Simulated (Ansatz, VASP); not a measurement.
# Two plane-wave programs on B5O

INCAR

```
SYSTEM = B5O
PREC = Accurate
ENCUT = 520
EDIFF = 1E-7
ISMEAR = 0
SIGMA = 0.1
LREAL = .False.
LASPH = .True.
NELM = 100
ALGO = Normal
ISIF = 2
LWAVE = .False.
LCHARG = .False.
GGA = PE
NBANDS = 33
```

KPOINTS

```
regular mesh
0
Gamma
  4 4 4
  0 0 0
```

Contents of POSCAR:

```
B5O
1.0
    4.2532314500      0.0000000000      0.0000000000
   -1.1871648183      4.1270025399      0.0000000000
   -1.5532313507     -0.5306211865      5.4297886662
B O
10 2
Direct
    0.2491061485      0.5197150724      0.0592162786
    0.3107967933      0.7385276498      0.6182215220
    0.8497183977      0.4703575011      0.5014678067
    0.5622727376      0.3652950911      0.9578754165
    0.0426423550      0.6992436267      0.8130014846
    0.9205226902      0.3685037991      0.2057404857
    0.5676831435      0.4529966538      0.6731781030
    0.6458065277      0.5956955071      0.2118789854
    0.6257573162      0.0392852603      0.8155870534
    0.3908127545      0.5991836873      0.3729431094
    0.8908082224      0.1704742566      0.4053485181
    0.9440729134      0.9807218947      0.8655412364
```

Input for Ansatz:

```yaml
crystal:
  lattice:
    - [4.25323145, 0.0, 0.0]
    - [-1.1871648183, 4.1270025399, 0.0]
    - [-1.5532313507, -0.5306211865, 5.4297886662]
  atoms:
    - { symbol: B, position: [0.2491061485, 0.5197150724, 0.0592162786] }
    - { symbol: B, position: [0.3107967933, 0.7385276498, 0.618221522] }
    - { symbol: B, position: [0.8497183977, 0.4703575011, 0.5014678067] }
    - { symbol: B, position: [0.5622727376, 0.3652950911, 0.9578754165] }
    - { symbol: B, position: [0.042642355, 0.6992436267, 0.8130014846] }
    - { symbol: B, position: [0.9205226902, 0.3685037991, 0.2057404857] }
    - { symbol: B, position: [0.5676831435, 0.4529966538, 0.673178103] }
    - { symbol: B, position: [0.6458065277, 0.5956955071, 0.2118789854] }
    - { symbol: B, position: [0.6257573162, 0.0392852603, 0.8155870534] }
    - { symbol: B, position: [0.3908127545, 0.5991836873, 0.3729431094] }
    - { symbol: O, position: [0.8908082224, 0.1704742566, 0.4053485181] }
    - { symbol: O, position: [0.9440729134, 0.9807218947, 0.8655412364] }
basis:
  ecutwfc: 420
kpoints:
  mp_grid: { grid: [4, 4, 4] }
hamiltonian:
  xc: pbe
scf:
  occupations: { method: gaussian, width: 0.1 }
  lower_state_search: "off"
output:
  forces: true
  stress: true
  eigenvalues: true
```

Change from the starting cell: the structure that the rattled cell fell into.

Alike in both runs: task single point; functional PBE; k mesh 4 × 4 × 4; occupations gaussian, width 0.1 eV; no spin polarisation.

|  | VASP | Ansatz |
| --- | --- | --- |
| version | VASP 6.6.1 | Ansatz 0.2.0 |
| potentials or method | VASP PAW PBE potentials, release 64 (B, O), cutoff 520 eV | scalar-relativistic, plane waves, PAW |
| valence electrons in the cell | 42 | 42 |

VASP gave:

* gap on the k mesh at the Fermi level (eV): none
* pressure (GPa): 6.2
* traceless stress, the component that is largest in VASP (GPa): 6.84
* rms of the force components (eV/Å): 0.236

Problem. Which values does Ansatz return?

Solution. gap on the k mesh at the Fermi level (eV): none; pressure (GPa): 6.0; traceless stress, the component that is largest in VASP (GPa): 7.04; rms of the force components (eV/Å): 0.242.

Atom by atom the forces differ by 0.044 eV/Å (rms over components). A gap of «none» marks a metal or a gap that the smearing closes. The functional is the same, so the differences come from potentials, cutoffs and numerics.

The k mesh is coarse, so the values compare programs but aren't converged.
